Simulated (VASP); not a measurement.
Wanted: the native input for a VASP 6.6.1 run.

```yaml
Task: single point
Functional: r2SCAN
Potentials_or_basis: VASP PAW PBE potentials, release 64 (Ti_sv, Si)
Cutoff: 520 eV
k_mesh: 12 × 12 × 10, shifted
Occupations: gaussian, width 0.1 eV
Spin: no spin polarisation
Dipole_correction: no
Further_INCAR_settings: ALGO = Normal; EDIFF = 1e-07; NBANDS = 15
```

The system is TiSi.

```xyz
2
Lattice="1.8162 -2.1176 0.0000 1.8162 2.1176 0.0000 0.0000 0.0000 3.8039" Properties=species:S:1:pos:R:3 pbc="T T T"
Ti    1.8162    0.0000    0.0000
Si    0.0000    0.0000    1.9020
```

The input as run:

POSCAR

```
TiSi
1.0
    1.8161780000     -2.1176240000      0.0000000000
    1.8161780000      2.1176240000      0.0000000000
    0.0000000000      0.0000000000      3.8039340000
Ti Si
1 1
Direct
    0.5000000000      0.5000000000      0.0000000000
    0.0000000000      0.0000000000      0.5000000000
```

INCAR.step1

```
ALGO     = Normal         # electronic algorithm
EDIFF    = 1E-4           # SCF threshold, eV
ENCUT    = 520            # plane-wave cutoff, eV
GGA      = PE             # functional
ISMEAR   = 0              # smearing method
LASPH    = True           # aspherical terms in the spheres
LCHARG   = False          # write CHGCAR
LREAL    = False          # projectors in reciprocal space
LWAVE    = True           # write WAVECAR
NBANDS   = 15             # bands
NELM     = 60             # most SCF steps
PREC     = Accurate       # precision mode
SIGMA    = 0.1            # smearing width, eV
```

INCAR.step2

```
ALGO     = Normal         # electronic algorithm
EDIFF    = 1E-7           # SCF threshold, eV
ENCUT    = 520            # plane-wave cutoff, eV
ISIF     = 2              # what is computed and relaxed
ISMEAR   = 0              # smearing method
ISTART   = 1            
LASPH    = True           # aspherical terms in the spheres
LCHARG   = False          # write CHGCAR
LMIXTAU  = True         
LREAL    = False          # projectors in reciprocal space
LWAVE    = False          # write WAVECAR
METAGGA  = R2SCAN         # meta-GGA
NBANDS   = 15             # bands
NELM     = 60             # most SCF steps
PREC     = Accurate       # precision mode
SIGMA    = 0.1            # smearing width, eV
```

KPOINTS

```
Automatic mesh
0
Gamma
  12 12 10
  0.5 0.5 0.5
```

Potentials or basis: VASP PAW PBE potentials, release 64 (Ti_sv, Si).

The run is started by

```bash
$ cat potpaw_PBE.64/Ti_sv/POTCAR potpaw_PBE.64/Si/POTCAR > POTCAR
$ cp INCAR.step1 INCAR
$ mpirun -np 1 vasp_std > vasp.out
$ cp INCAR.step2 INCAR
$ mpirun -np 1 vasp_std > vasp.out
```

It gave:

| Item | Value |
| --- | --- |
| Pressure | -1.4 GPa |
| Band gap on the k mesh | zero (bands 8 and 9 overlap by 1.45 eV) |

Caveat: the PAW data sets were made with another functional, which shifts forces and pressure a little.

Run time: 6.4 min on 1 thread of Intel Xeon 8259CL, on a shared host, peak memory 0.22 GiB.
